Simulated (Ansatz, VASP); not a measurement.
TiC in VASP and in Ansatz

INCAR

```
PREC = Accurate
ENCUT = 520
EDIFF = 1E-8
ISMEAR = -1
SIGMA = 0.03
LREAL = False
LASPH = True
NELM = 60
ALGO = Normal
ISIF = 2
LWAVE = False
LCHARG = False
GGA = PS
LEFG = True
NBANDS = 15
```

The input KPOINTS:

```
Automatic mesh
0
Gamma
  16 16 16
```

Contents of POSCAR:

```
TiC
1.0
   -0.0432800000      2.1423600000      2.1423600000
    2.1423600000     -0.0432800000      2.1423600000
    2.1423600000      2.1423600000     -0.0432800000
Ti C
1 1
Direct
    0.0000000000      0.0000000000      0.0000000000
    0.5000000000      0.5000000000      0.5000000000
```

Input for Ansatz:

```yaml
crystal:
  lattice:
    - [-0.04328, 2.14236, 2.14236]
    - [2.14236, -0.04328, 2.14236]
    - [2.14236, 2.14236, -0.04328]
  atoms:
    - { symbol: Ti, position: [0.0, 0.0, 0.0] }
    - { symbol: C, position: [0.5, 0.5, 0.5] }
kpoints:
  mp_grid: { grid: [16, 16, 16] }
scf:
  occupations: { method: fermi_dirac, width: 0.03 }
hamiltonian:
  xc: pbesol
  pseudopotentials: { kind: paw }
output:
  forces: true
  stress: true
  eigenvalues: true
  efg: { contact_densities: true }
  write_density: true
  write_potential: true
  elf: true
  volumetric_format: npy
```

Change from the starting cell: equal xy, yz and zx shear strains of -2 %, PAW files.

Alike in both runs: task electric field gradients; functional PBEsol; k mesh 16 × 16 × 16; occupations fermi-dirac, width 0.03 eV; no spin polarisation.

```csv
,VASP,Ansatz
version,VASP 6.6.1,Ansatz 0.2.0
potentials or method,"VASP PAW PBE potentials, release 64 (Ti_sv, C)","PAW with Ansatz's default frozen-core files, scalar-relativistic"
plane-wave cutoff (eV),520,420
valence electrons in the cell,16,16
```

Ansatz gave:

| Property | Result |
| --- | --- |
| pressure (GPa) | -6.1 |
| traceless stress, the component that is largest in VASP (GPa) | 3.13 |
| size of Vzz on the site where it differs most (V/Å²) | 1.3 |

Which values does VASP return?

Pressure (GPa): -5.8; traceless stress, the component that is largest in VASP (GPa): 3.12; size of Vzz on the site where it differs most (V/Å²): 1.1.

VASP's potentials were made for PBE, not for PBEsol. The functional is the same, so the differences come from potentials, cutoffs and numerics.
